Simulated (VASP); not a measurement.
Mg2ZnS3, 12 atoms in the cell. Symmetry: Cmc2_1, No. 36, orthorhombic system. Conventional cell: a = 11.955 Å, b = 6.899 Å, c = 6.436 Å, α = 90.00°, β = 90.00°, γ = 90.00°. Within 3.3 Å of Mg (site symmetry 1) lie 4 S at 2.46 to 2.47 Å. Zn (site symmetry m) has 4 S at 2.36 to 2.37 Å within 3.1 Å. Within 3.1 Å of S (site symmetry m) lie 2 Zn at 2.36 to 2.37 Å and 2 Mg at 2.46 Å. Within 3.1 Å of S (site symmetry 1) lie 1 Zn at 2.37 Å and 3 Mg at 2.46 to 2.47 Å. 

| Quantity | Value |
| --- | --- |
| Program | VASP 6.6.1 |
| Task | single point |
| Functional | PBE |
| Potentials or basis | VASP PAW PBE potentials, release 64 (Mg, Zn, S) |
| Cutoff | 520 eV |
| k mesh | 2 × 2 × 2 |
| Occupations | gaussian, width 0.15 eV |
| Spin | no spin polarisation |
| Dipole correction | no |
| Further INCAR settings | ALGO = Normal; EDIFF = 1e-07; NBANDS = 46 |

Potentials or basis: VASP PAW PBE potentials, release 64 (Mg, Zn, S).

Launch:

```sh
$ cat potpaw_PBE.64/Mg/POTCAR potpaw_PBE.64/Zn/POTCAR potpaw_PBE.64/S/POTCAR > POTCAR
$ mpirun -np 1 vasp_std > vasp.out
```

Hardware: 1 thread of Intel(R) Xeon(R) 6975P-C (Granite Rapids), with other jobs on the host.

Estimate the wall time of this run.

Run time: 56 s on 1 thread of Intel(R) Xeon(R) 6975P-C (Granite Rapids), on a shared host, peak memory 0.4 GiB. Counts: scf iterations 19, k points 6.
